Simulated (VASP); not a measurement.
# Ir (I4/mmm) in VASP: further runs

The runs below take Ir through single point, with PBE.

All numbers are computed with VASP 6.6.1; they aren't measurements. Logs are shortened: lines on timing, memory, paths and dates and some standing lists are left out, and cuts for length are marked.

## (1) The cell of the first run

The structure is tetragonal, space group I4/mmm (No. 139). The conventional cell has a = 2.715 Å, b = 2.715 Å, c = 4.012 Å, α = 90.00°, β = 90.00°, γ = 90.00°. Ir (site symmetry 4/mmm) has 12 Ir at 2.71 to 2.78 Å within 3.6 Å.

## (2) Single point, PBE (strain +0.0450 x Voigt [0, 0, 1, 0, 0, 0])

The input, INCAR:

```
SYSTEM = Ir
PREC = Accurate
ENCUT = 520
EDIFF = 1E-7
ISMEAR = 0
SIGMA = 0.15
LREAL = .False.
LASPH = .True.
NELM = 80
ALGO = Fast
ISIF = 2
LWAVE = .False.
LCHARG = .False.
GGA = PE
NBANDS = 10
```

The input, KPOINTS:

```
regular mesh
0
Gamma
  22 22 22
  0 0 0
```

The input, POSCAR:

```
Ir
1.0
    0.0000000000      1.9197000000      2.0060865000
    1.9197000000      0.0000000000      2.0060865000
    1.9197000000      1.9197000000      0.0000000000
Ir
1
Direct
    0.0000000000      0.0000000000      0.0000000000
```

Potentials or basis: VASP PAW PBE potentials, release 64 (Ir).

The run is started by

```bash
$ cat potpaw_PBE.64/Ir/POTCAR > POTCAR
$ mpirun -np 1 vasp_std > vasp.out
```

OUTCAR:

```text
SYSTEM = Ir
   PREC = Accurate
   ENCUT = 520
   EDIFF = 1E-7
   ISMEAR = 0
   LREAL = .False.
   LASPH = .True.
   NELM = 80
   ISIF = 2
   GGA = PE

 ion  position               nearest neighbor table
   1  0.000  0.000  0.000-

  LATTYP: Found a body centered tetragonal cell.
 ALAT       =     2.7148657757
 C/A-ratio  =     1.4778531727

  Lattice vectors:

 A1 = (  -1.9197000000,   0.0000000000,   2.0060865000)
 A2 = (   1.9197000000,   0.0000000000,   2.0060865000)
 A3 = (   0.0000000000,   1.9197000000,  -2.0060865000)

Analysis of symmetry for initial positions (statically):
=====================================================================
 Subroutine PRICEL returns:
 Original cell was already a primitive cell.

 Routine SETGRP: Setting up the symmetry group for a
 body centered tetragonal supercell.

 Subroutine GETGRP returns: Found 16 space group operations
 (whereof 16 operations were pure point group operations)
 out of a pool of 16 trial point group operations.

The static configuration has the point symmetry D_4h.

Analysis of symmetry for dynamics (positions and initial velocities):
=====================================================================
 Subroutine PRICEL returns:
 Original cell was already a primitive cell.

 Routine SETGRP: Setting up the symmetry group for a
 body centered tetragonal supercell.

 Subroutine GETGRP returns: Found 16 space group operations
 (whereof 16 operations were pure point group operations)
 out of a pool of 16 trial point group operations.

The dynamic configuration has the point symmetry D_4h.

 Subroutine INISYM returns: Found 16 space group operations
 (whereof 16 operations are pure point group operations),
 and found     1 'primitive' translations

----------------------------------------------------------------------------------------

                                     Primitive cell

  volume of cell :      14.7859

  direct lattice vectors                    reciprocal lattice vectors
     0.000000000  1.919700000  2.006086500    -0.260457363  0.260457363  0.249241496
     1.919700000  0.000000000  2.006086500     0.260457363 -0.260457363  0.249241496
     1.919700000  1.919700000  0.000000000     0.260457363  0.260457363 -0.249241496

  length of vectors
     2.776622253  2.776622253  2.714865776     0.444744195  0.444744195  0.444744195

  position of ions in fractional coordinates (direct lattice)
     0.000000000  0.000000000  0.000000000

  ion indices of the primitive-cell ions
   primitive index   ion index
                 1           1

----------------------------------------------------------------------------------------

 KPOINTS: regular mesh

Automatic generation of k-mesh.
 Grid dimensions read from file:
 generate k-points for:   22   22   22

 Generating k-lattice:

  Cartesian coordinates                     Fractional coordinates (reciprocal lattice)
    -0.011838971  0.011838971  0.011329159     0.045454545  0.000000000  0.000000000
     0.011838971 -0.011838971  0.011329159     0.000000000  0.045454545  0.000000000
     0.011838971  0.011838971 -0.011329159    -0.000000000 -0.000000000  0.045454545

  Length of vectors
     0.020215645  0.020215645  0.020215645

  Shift w.r.t. Gamma in fractional coordinates (k-lattice)
     0.000000000  0.000000000  0.000000000

 Subroutine IBZKPT returns following result:
 ===========================================

 Found    834 irreducible k-points:

 Following reciprocal coordinates:
            Coordinates               Weight
  0.000000  0.000000  0.000000      1.000000
  0.045455  0.000000  0.000000      8.000000
  0.090909  0.000000  0.000000      8.000000
  0.136364  0.000000  0.000000      8.000000
  0.181818  0.000000  0.000000      8.000000
  0.227273 -0.000000  0.000000      8.000000
[... 16 lines left out ...]
  0.500000  0.045455  0.000000      8.000000
 -0.454545  0.045455  0.000000      8.000000
 [... further k-points ...]
   k-points           NKPTS =    834   k-points in BZ     NKDIM =    834   number of bands    NBANDS=     10
   number of dos      NEDOS =    301   number of ions     NIONS =      1
   total plane-waves  NPLWV =  11520
   dimension x,y,z NGX =    24 NGY =   24 NGZ =   20
   dimension x,y,z NGXF=    48 NGYF=   48 NGZF=   40
   ions per type =               1
   NGX,Y,Z   is equivalent  to a cutoff of  14.37, 14.37, 12.25 a.u.
   NGXF,Y,Z  is equivalent  to a cutoff of  28.74, 28.74, 24.49 a.u.
 SYSTEM =  Ir
   PREC   = accura    normal or accurate (medium, high low for compatibility)
   ISTART =      0    job   : 0-new  1-cont  2-samecut
   ICHARG =      2    charge: 1-file 2-atom 10-const
   ISPIN  =      1    spin polarized calculation?
   LNONCOLLINEAR =      F non collinear calculations
   LSORBIT =      F    spin-orbit coupling
   LASPH  =      T    aspherical Exc in radial PAW
   ENCUT  =  520.0 eV  38.22 Ry    6.18 a.u.   5.16  5.16  5.05*2*pi/ulx,y,z
   NELM   =     80;   NELMIN=  2; NELMDL= -5     # of ELM steps
   EDIFF  = 0.1E-06   stopping-criterion for ELM
   LREAL  =      F    real-space projection
   EDIFFG = 0.1E-05   stopping-criterion for IOM
   NSW    =      0    number of steps for IOM
   IBRION =     -1    ionic relax: 0-MD 1-quasi-New 2-CG
   NFREE  =      0    steps in history (QN), initial steepest desc. (CG)
   ISIF   =      2    stress and relaxation
   ISYM   =      2    0-nonsym 1-usesym 2-fastsym
   POTIM  = 0.5000    time-step for ionic-motion
   TEBEG  =    0.0;   TEEND  =   0.0 temperature during run
   PSTRESS=    0.0 pullay stress
   NELECT =       9.0000    total number of electrons
   NUPDOWN=      -1.0000    fix difference up-down
   EMIN   =  10.00;   EMAX   =-10.00  energy-range for DOS
   EFERMI =   0.00;   METHOD = LEGACY
   ISMEAR =     0;   SIGMA  =   0.15  broadening in eV -4-tet -1-fermi 0-gaus
   EFERMI_NEDOS =   21; number of points for ismear=-14 and -15
   IALGO  =     68    algorithm
   IMIX   =      4    mixing-type and parameters
     AMIX     =   0.40;   BMIX     =  1.00
     AMIX_MAG =   1.60;   BMIX_MAG =  1.00
  volume/ion in A,a.u.               =      14.79        99.78
  Fermi-wavevector in a.u.,A,eV,Ry     =   1.387417  2.621837 26.190191  1.924925
  Thomas-Fermi vector in A             =   2.511640
   LORBIT       =      0    0 simple, 1 ext, 2 COOP (PROOUT), +10 PAW based schemes
   GGA     = PE    functional components
   LHFCALC =     F    Hartree Fock is set to
   AEXX    =    0.0000 exact exchange contribution
   IVDW    =     0    specifies the selected vdW correction
   LEPSILON=     F    determine dielectric tensor
   LRPA    =     F    only Hartree local field effects (RPA)
 non-spin polarized calculation
 RMM-DIIS sequential band-by-band and
 Gauss-broadening in eV      SIGMA  =   0.15
  energy-cutoff  :      520.00
  volume of cell :       14.79
 maximum number of plane-waves:       408
 NGX is ok and might be reduce to    24
   NGX = 11   NGY = 11   NGZ = 11

 number of electron       9.0000000 magnetization

 Free energy of the ion-electron system (eV)
  ---------------------------------------------------
  ext. energy  EPLUGINS =         0.00000000
  ---------------------------------------------------
  free energy    TOTEN  =        -8.82791139 eV

  energy without entropy =       -8.81503473  energy(sigma->0) =       -8.82147306

 E-fermi :   9.6245     XC(G=0): -13.7254

 val. band max:        9.6228482253   @ k =  -0.3636  -0.0000   0.2727
 cond. band min:       9.6338604061   @ k =   0.3182   0.0909   0.1818
 fundamental gap:      0.0110121807
 Fermi energy:         9.6245213706

 k-point     1 :       0.0000    0.0000    0.0000
  band No.  band energies     occupation
      1      -0.9928      2.00000
      2       5.6647      2.00000
      3       6.2244      2.00000
      4       6.2244      2.00000
      5       8.1513      2.00000
      6       8.8847      2.00000
      7      24.0936      0.00000
      8      28.5501      0.00000
      9      29.8227      0.00000
     10      29.8227      0.00000

 k-point     2 :       0.0455    0.0000    0.0000
  band No.  band energies     occupation
      1      -0.9046      2.00000
      2       5.6790      2.00000
      3       6.2012      2.00000
      4       6.2624      2.00000
      5       8.1342      2.00000
      6       8.8540      2.00000
      7      24.2430      0.00000
      8      28.4597      0.00000
      9      29.5247      0.00000
     10      29.9669      0.00000

 k-point     3 :       0.0909    0.0000    0.0000
  band No.  band energies     occupation
      1      -0.6456      2.00000
      2       5.6866      2.00000
      3       6.1682      2.00000
      4       6.3685      2.00000
      5       8.0978      2.00000
      6       8.7736      2.00000
      7      24.6658      0.00000
      8      27.7026      0.00000
      9      29.5676      0.00000
     10      30.3894      0.00000

 k-point     4 :       0.1364    0.0000    0.0000
  band No.  band energies     occupation
      1      -0.2341      2.00000
      2       5.6210      2.00000
      3       6.1921      2.00000
      4       6.5168      2.00000
      5       8.0882      2.00000
      6       8.6803      2.00000
      7      25.2748      0.00000
      8      26.5138      0.00000
      9      30.1446      0.00000
     10      31.0593      0.00000

 k-point     5 :       0.1818    0.0000    0.0000
  band No.  band energies     occupation
      1       0.2929      2.00000
      2       5.5170      2.00000
      3       6.2362      2.00000
      4       6.6564      2.00000
      5       8.1765      2.00000
      6       8.6369      2.00000
      7      25.2134      0.00000
      8      25.9368      0.00000
      9      30.9814      0.00000
     10      31.9191      0.00000

 k-point     6 :       0.2273   -0.0000    0.0000
  band No.  band energies     occupation
      1       0.8696      2.00000
      2       5.4887      2.00000
      3       6.2189      2.00000
      4       6.7220      2.00000
      5       8.4197      2.00000
      6       8.7177      2.00000
      7      23.9295      0.00000
      8      26.2481      0.00000
      9      31.9482      0.00000
     10      32.8349      0.00000
[... 183 lines left out ...]
 k-point    21 :       0.4091    0.0455    0.0000
  band No.  band energies     occupation
      1       2.0649      2.00000
      2       5.7049      2.00000
      3       6.4421      2.00000
      4       7.3197      2.00000
      5      10.0862      0.00001
      6      10.0929      0.00001
      7      18.6133      0.00000
      8      24.2469      0.00000
      9      29.9977      0.00000
     10      30.1401      0.00000

 k-point    22 :       0.4545    0.0455    0.0000
  band No.  band energies     occupation
      1       2.0875      2.00000
      2       5.6244      2.00000
      3       6.3427      2.00000
      4       8.1372      2.00000
      5      10.2897      0.00000
      6      10.6089      0.00000
      7      17.2929      0.00000
      8      23.8511      0.00000
      9      29.2123      0.00000
     10      29.5101      0.00000

 k-point    23 :       0.5000    0.0455    0.0000
  band No.  band energies     occupation
      1       2.0882      2.00000
      2       5.5961      2.00000
      3       6.2868      2.00000
      4       8.6088      2.00000
      5      10.3435      0.00000
      6      10.9846      0.00000
      7      16.5247      0.00000
      8      23.6708      0.00000
      9      28.6380      0.00000
     10      29.3845      0.00000

 k-point    24 :      -0.4545    0.0455    0.0000
  band No.  band energies     occupation
      1       2.0902      2.00000
      2       5.6203      2.00000
      3       6.2828      2.00000
      4       8.5052      2.00000
      5      10.2295      0.00000
      6      11.0534      0.00000
      7      16.6545      0.00000
      8      23.7050      0.00000
      9      28.4888      0.00000
     10      29.6587      0.00000

 [... further k-points ...]
[... 5 lines left out ...]
  --------------------------------------------------------------------------------------
  -------------------------------------------------------------------------------------
  Total       -0.0646204     -0.0646204     -1.4269419      0.0000000     -0.0000000      0.0000000
  in kB       -7.0021905     -7.0021905   -154.6217223      0.0000000     -0.0000000      0.0000000
  external PRESSURE =     -56.2087011 kB  Pullay stress =       0.0000000 kB

 VOLUME and BASIS-vectors are now :
 -----------------------------------------------------------------------------
  energy-cutoff  :      520.00
  volume of cell :       14.79
      direct lattice vectors                 reciprocal lattice vectors
     0.000000000  1.919700000  2.006086500    -0.260457363  0.260457363  0.249241496
     1.919700000  0.000000000  2.006086500     0.260457363 -0.260457363  0.249241496
     1.919700000  1.919700000  0.000000000     0.260457363  0.260457363 -0.249241496

 POSITION                                       TOTAL-FORCE (eV/Angst)
 -----------------------------------------------------------------------------------
      0.00000      0.00000      0.00000         0.000000      0.000000      0.000000
 -----------------------------------------------------------------------------------
    total drift:                                0.000000      0.000000      0.000000

  FREE ENERGIE OF THE ION-ELECTRON SYSTEM (eV)
  ---------------------------------------------------
  free  energy   TOTEN  =        -8.8279113881 eV

  energy  without entropy=       -8.8150347281  energy(sigma->0) =       -8.82147306
```

Wall time 2.2 min (1 thread of Intel Xeon Platinum 8259CL at 2.50GHz (Skylake/Cascade Lake), shared host); peak memory 0.25 GiB.

Results:

```yaml
Free_energy: -8.8279 eV
Pressure: -5.6 GPa
```

Stress tensor (GPa, compression positive):
```
 -0.70   0.00   0.00
  0.00  -0.70   0.00
  0.00   0.00 -15.46
```

Caveat: the cell differs from its parent crystal (strain +0.0450 x Voigt [0, 0, 1, 0, 0, 0]); spin-orbit coupling is left out, which moves the levels of the heavy elements.

## (3) Single point, PBE (strain +0.0525 x Voigt [0, 0, 1, 0, 0, 0])

The input, INCAR:

```
PREC     = Accurate       # precision mode
ENCUT    = 520            # plane-wave cutoff, eV
EDIFF    = 1E-6           # SCF threshold, eV
ISMEAR   = 0              # smearing method
SIGMA    = 0.15           # smearing width, eV
LREAL    = False          # projectors in reciprocal space
LASPH    = True           # aspherical terms in the spheres
NELM     = 80             # most SCF steps
ALGO     = Normal         # electronic algorithm
ISIF     = 2              # what is computed and relaxed
LWAVE    = False          # write WAVECAR
LCHARG   = False          # write CHGCAR
GGA      = PE             # functional
NBANDS   = 10             # bands
```

The input, KPOINTS:

```
regular mesh
0
Gamma
  22 22 22
```

The input, POSCAR:

```
Ir
1.0
    0.0000000000      1.9197000000      2.0204842500
    1.9197000000      0.0000000000      2.0204842500
    1.9197000000      1.9197000000      0.0000000000
Ir
1
Direct
    0.0000000000      0.0000000000      0.0000000000
```

Potentials or basis: VASP PAW PBE potentials, release 64 (Ir).

The run is started by

```bash
$ cat potpaw_PBE.64/Ir/POTCAR > POTCAR
$ mpirun -np 1 vasp_std > vasp.out
```

Run time: 81 s. Hardware: 1 thread of Intel Xeon Platinum 8259CL at 2.50GHz (Skylake/Cascade Lake), shared host; peak memory 0.25 GiB.

Results (log left out):

- Free energy: -8.8166 eV
- Pressure: -7.6 GPa

Stress tensor (GPa, compression positive):
```
 -2.00   0.00   0.00
  0.00  -2.00   0.00
  0.00   0.00 -18.83
```

Levels at points of the mesh, in eV from the Fermi level:
```tsv
k point	band 1	band 2	band 3	band 4	band 5	band 6	band 7	band 8	band 9
(0.00, 0.00, 0.00)	-10.54	-3.97	-3.33	-3.33	-1.52	-0.67	14.49	18.78	20.23
(0.50, 0.00, 0.00)	-7.53	-3.97	-3.31	-0.58	0.68	1.00	6.81	13.91	19.01
(0.50, 0.50, 0.00)	-7.36	-6.74	0.87	1.08	1.33	1.33	8.98	12.13	12.13
(0.50, 0.00, 0.50)	-7.28	-6.75	0.75	1.05	1.71	2.10	10.33	10.98	11.45
```

Caveat: the cell differs from its parent crystal (strain +0.0525 x Voigt [0, 0, 1, 0, 0, 0]); spin-orbit coupling is left out, which moves the levels of the heavy elements.

## (4) Single point, PBE (strain +0.0600 x Voigt [0, 0, 1, 0, 0, 0])

The input, INCAR:

```
SYSTEM = Ir
PREC     = Accurate       ! precision mode
ENCUT    = 520            ! plane-wave cutoff, eV
EDIFF    = 1E-6           ! SCF threshold, eV
ISMEAR   = 0              ! smearing method
SIGMA    = 0.15           ! smearing width, eV
LREAL    = .FALSE.        ! projectors in reciprocal space
LASPH    = .TRUE.         ! aspherical terms in the spheres
NELM     = 80             ! most SCF steps
ALGO     = Fast           ! electronic algorithm
ISIF     = 2              ! what is computed and relaxed
LWAVE    = .FALSE.        ! write WAVECAR
LCHARG   = .TRUE.         ! write CHGCAR
GGA      = PE             ! functional
LELF     = .TRUE.         ! ELF
LVHAR    = .TRUE.       
NBANDS   = 10             ! bands
```

The input, KPOINTS:

```
Automatic mesh
0
G
  22 22 22
  0 0 0
```

The input, POSCAR:

```
Ir
1.0
    0.0000000000      1.9197000000      2.0348820000
    1.9197000000      0.0000000000      2.0348820000
    1.9197000000      1.9197000000      0.0000000000
Ir
1
Direct
    0.0000000000      0.0000000000      0.0000000000
```

The run is started by

```bash
$ cat potpaw_PBE.64/Ir/POTCAR > POTCAR
$ mpirun -np 1 vasp_std > vasp.out
```

It took 1.9 min on 1 thread of Intel Xeon Platinum 8259CL at 2.50GHz (Skylake/Cascade Lake), shared host; peak memory 0.25 GiB.

Results (log left out):

- Free energy: -8.8031 eV
- Pressure: -9.7 GPa

Stress tensor (GPa, compression positive):
```
 -3.44   0.00   0.00
  0.00  -3.44   0.00
  0.00   0.00 -22.22
```

Levels at points of the mesh, in eV from the Fermi level:
```
           k point  band 1  band 2  band 3  band 4  band 5  band 6  band 7  band 8
(0.00, 0.00, 0.00)  -10.47   -3.99   -3.25   -3.25   -1.57   -0.61   14.52   18.64
(0.50, 0.00, 0.00)   -7.46   -3.96   -3.23   -0.56    0.65    1.00    6.76   13.90
(0.50, 0.50, 0.00)   -7.29   -6.67    0.87    1.00    1.30    1.30    8.77   12.18
(0.50, 0.00, 0.50)   -7.20   -6.68    0.72    0.99    1.74    2.15   10.31   10.89
```

Caveat: the cell differs from its parent crystal (strain +0.0600 x Voigt [0, 0, 1, 0, 0, 0]); spin-orbit coupling is left out, which moves the levels of the heavy elements.

## (5) Overview

```tsv
cell	gap on the mesh (eV)	pressure (GPa)
a = 2.777, b = 2.777, c = 2.715 Å, angles 60.7, 60.7, 58.5°, 1 atom	none	-5.6
a = 2.787, b = 2.787, c = 2.715 Å, angles 60.9, 60.9, 58.3°, 1 atom	none	-7.6
a = 2.797, b = 2.797, c = 2.715 Å, angles 61.0, 61.0, 58.1°, 1 atom	none	-9.7
```

Alike in all rows: task single point; level PBE; potentials or basis VASP PAW PBE potentials, release 64 (Ir); no spin polarisation; k mesh 22 × 22 × 22; cutoff (eV) 520; smearing gaussian 0.15 eV.

Caveats: spin-orbit coupling is left out, which moves the levels of the heavy elements.

Absolute energies hang on the potentials; compare differences alone.
